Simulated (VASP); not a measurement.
Input of a VASP 6.6.1 run:

File INCAR:

```
SYSTEM = ScBPt3
PREC = Accurate ; ENCUT = 520
EDIFF = 1E-6 ; ISMEAR = 1
SIGMA = 0.05 ; LREAL = .False.
LASPH = .True. ; NELM = 60
ALGO = Normal ; ISIF = 2
LWAVE = .False. ; LCHARG = .False.
GGA = CA ; NBANDS = 30
```

The input KPOINTS:

```
Automatic mesh
0
Gamma
  6 6 6
  0 0 0
```

The input POSCAR:

```
ScBPt3
1.0
    4.2621560000      0.0000000000      0.0000000000
    0.0000000000      4.2621560000      0.0000000000
    0.0000000000      0.0000000000      4.2621560000
Sc B Pt
1 1 3
Direct
    0.0000000000      0.0000000000      0.0000000000
    0.5000000000      0.5000000000      0.5000000000
    0.0000000000      0.5000000000      0.5000000000
    0.5000000000      0.5000000000      0.0000000000
    0.5000000000      0.0000000000      0.5000000000
```

Potentials or basis: VASP PAW LDA potentials, release 64 (Sc_sv, B, Pt).

The run is started by

```bash
$ cat potpaw_LDA.64/Sc_sv/POTCAR potpaw_LDA.64/B/POTCAR potpaw_LDA.64/Pt/POTCAR > POTCAR
$ mpirun -np 1 vasp_std > vasp.out
```

(1) Predict the pressure.

(2) Estimate the band gap on the k mesh.

Results:

(1) -11.0 GPa.

(2) zero (bands 22 and 23 overlap by 1.31 eV).

Caveat: the cell stands under tension; spin-orbit coupling is left out, which moves the levels of the heavy elements.
